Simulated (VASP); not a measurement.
Write the native input for VASP 6.6.1 that does the following.

- Task: single point
- Functional: PBEsol
- Potentials or basis: VASP PAW PBE potentials, release 64 (Na_pv, H)
- Cutoff: 500 eV
- k mesh: 10 × 10 × 10
- Occupations: gaussian, width 0.05 eV
- Spin: no spin polarisation
- Dipole correction: no
- Further INCAR settings: ALGO = Normal; EDIFF = 1e-06; NBANDS = 11

The structure of NaH lies in POSCAR:

```
NaH
1.0
    2.9994508600      0.0000000000      0.0000000000
    0.0000000000      2.9107971400      0.0000000000
    0.0000000000      0.0000000000      2.9551240000
Na H
1 1
Direct
    0.0000000000      0.0000000000      0.0000000000
    0.5000000000      0.5000000000      0.5000000000
```

This cell differs from its parent crystal: strain +0.0150 x Voigt [1, -1, 0, 0, 0, 0].

These files were run (other wordings do the same):

INCAR

```
SYSTEM = NaH
ALGO = Normal ; EDIFF = 1E-6
ENCUT = 500 ; GGA = PS
GGA_COMPAT = .FALSE. ; ISIF = 2
ISMEAR = 0 ; LASPH = .TRUE.
LCHARG = .FALSE. ; LREAL = .FALSE.
LWAVE = .FALSE. ; NBANDS = 11
NELM = 120 ; PREC = Accurate
SIGMA = 0.05
```

KPOINTS

```
k-points
0
G
  10 10 10
  0 0 0
```

Potentials or basis: VASP PAW PBE potentials, release 64 (Na_pv, H).

The run is started by

```sh
$ cat potpaw_PBE.64/Na_pv/POTCAR potpaw_PBE.64/H/POTCAR > POTCAR
$ mpirun -np 1 vasp_std > vasp.out
```

It gave:

```yaml
Pressure: -0.5 GPa
Band_gap_on_the_k_mesh: 0.66 eV (least direct gap 4.27 eV)
```

Caveat: the cell differs from its parent crystal (strain +0.0150 x Voigt [1, -1, 0, 0, 0, 0]); the PAW data sets were made with another functional, which shifts forces and pressure a little.

Wall time 32 s on 1 thread of AMD EPYC 7R13 Processor (Zen 3), with other jobs on the host, peak memory 0.14 GiB.
